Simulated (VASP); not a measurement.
Write the native input for VASP 6.6.1 that does the following.

* Task: single point
* Functional: PBEsol
* Potentials or basis: VASP PAW PBE potentials, release 64 (Sb)
* Cutoff: 520 eV
* k mesh: 15 × 15 × 15
* Occupations: fermi-dirac, width 0.1 eV
* Spin: no spin polarisation
* Dipole correction: no
* Further INCAR settings: ALGO = Normal; EDIFF = 1e-06; NBANDS = 8

The structure of Sb lies in POSCAR:

```
Sb
1.0
    0.0000000000      2.2930939995      2.2930939995
    2.2930939995      0.0000000000      2.2930939995
    2.2930939995      2.2930939995      0.0000000000
Sb
1
Direct
    0.0000000000      0.0000000000      0.0000000000
```

This cell differs from its parent crystal: volume scaled by 0.92.

The input as run:

INCAR

```
SYSTEM = Sb
PREC = Accurate ; ENCUT = 520
EDIFF = 1E-6 ; ISMEAR = -1
SIGMA = 0.1 ; LREAL = .False.
LASPH = .True. ; NELM = 100
ALGO = Normal ; ISIF = 2
LWAVE = .False. ; LCHARG = .False.
GGA = PS ; NBANDS = 8
```

KPOINTS

```
Automatic mesh
0
Gamma
  15 15 15
  0 0 0
```

Potentials or basis: VASP PAW PBE potentials, release 64 (Sb).

The run is started by

```console
$ cat potpaw_PBE.64/Sb/POTCAR > POTCAR
$ mpirun -np 1 vasp_std > vasp.out
```

Results of the run:

```json
{"Pressure": "6.8 GPa"}
```

Caveat: the PAW data sets were made with another functional, which shifts forces and pressure a little.

Run time: 4.8 s on 1 thread of Intel(R) Xeon(R) 6975P-C (Granite Rapids) (shared host), peak memory 0.15 GiB.
